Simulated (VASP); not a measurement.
Set up this calculation in VASP 6.6.1, as the native input.

```yaml
Task: single point
Functional: PBEsol
Potentials_or_basis: VASP PAW PBE potentials, release 64 (Al)
Cutoff: 520 eV
k_mesh: 24 × 24 × 24
Occupations: gaussian, width 0.1 eV
Spin: no spin polarisation
Dipole_correction: no
Further_INCAR_settings: ALGO = Fast; EDIFF = 1e-07; NBANDS = 8
```

The structure of Al lies in POSCAR:

```
Al
1.0
    0.0000000000      2.0068603442      2.0068603442
    2.0068603442      0.0000000000      2.0068603442
    2.0068603442      2.0068603442      0.0000000000
Al
1
Direct
    0.0000000000      0.0000000000      0.0000000000
```

These files were run (other wordings do the same):

INCAR

```
PREC     = Accurate       # precision mode
ENCUT    = 520            # plane-wave cutoff, eV
EDIFF    = 1E-7           # SCF threshold, eV
ISMEAR   = 0              # smearing method
SIGMA    = 0.1            # smearing width, eV
LREAL    = False          # projectors in reciprocal space
LASPH    = True           # aspherical terms in the spheres
NELM     = 80             # most SCF steps
ALGO     = Fast           # electronic algorithm
ISIF     = 2              # what is computed and relaxed
LWAVE    = False          # write WAVECAR
LCHARG   = False          # write CHGCAR
GGA      = PS             # functional
NBANDS   = 8              # bands
```

KPOINTS

```
regular mesh
0
Gamma
  24 24 24
```

Potentials or basis: VASP PAW PBE potentials, release 64 (Al).

Run with:

```console
$ cat potpaw_PBE.64/Al/POTCAR > POTCAR
$ mpirun -np 1 vasp_std > vasp.out
```

Results of the run:

| Property | Result |
| --- | --- |
| Pressure | 0.1 GPa |
| Band gap on the k mesh | zero (an odd number of electrons rules out a gap without spin polarisation) |

Caveat: the PAW data sets were made with another functional, which shifts forces and pressure a little.

It took 38 s on 1 thread of Intel Xeon 8259CL, on a shared host, peak memory 0.17 GiB.
